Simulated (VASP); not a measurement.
Na3Cl, 4 atoms in the cell. It takes space group P4/mmm (No. 123, tetragonal). Conventional cell: a = 3.532 Å, b = 3.532 Å, c = 9.612 Å, α = 90.00°, β = 90.00°, γ = 90.00°. Within 4.6 Å of Na (site symmetry 4/mmm) lie 12 Na at 3.53 to 4.00 Å. Within 4.0 Å of Na (site symmetry 4mm) lie 4 Cl at 3.01 Å and 5 Na at 3.35 to 3.53 Å. Within 4.0 Å of Cl (site symmetry 4/mmm) lie 8 Na at 3.01 Å and 4 Cl at 3.53 Å. 

* Program: VASP 6.6.1
* Task: single point
* Functional: r2SCAN
* Potentials or basis: VASP PAW PBE potentials, release 64 (Na_pv, Cl)
* Cutoff: 520 eV
* k mesh: 7 × 7 × 3
* Occupations: fermi-dirac, width 0.1 eV
* Spin: no spin polarisation
* Dipole correction: no
* Further INCAR settings: ALGO = Normal; EDIFF = 1e-06; NBANDS = 22

Potentials or basis: VASP PAW PBE potentials, release 64 (Na_pv, Cl).

Run with:

```console
$ cat potpaw_PBE.64/Na_pv/POTCAR potpaw_PBE.64/Cl/POTCAR > POTCAR
$ cp INCAR.step1 INCAR
$ mpirun -np 1 vasp_std > vasp.out
$ cp INCAR.step2 INCAR
$ mpirun -np 1 vasp_std > vasp.out
```

Hardware: 1 thread of Intel(R) Xeon(R) Platinum 8259CL CPU @ 2.50GHz (Skylake/Cascade Lake), on a shared host.

How long does it take, and how much memory?

It took 5.3 min on 1 thread of Intel(R) Xeon(R) Platinum 8259CL CPU @ 2.50GHz (Skylake/Cascade Lake), on a shared host, peak memory 0.24 GiB. Counts: k points 20.
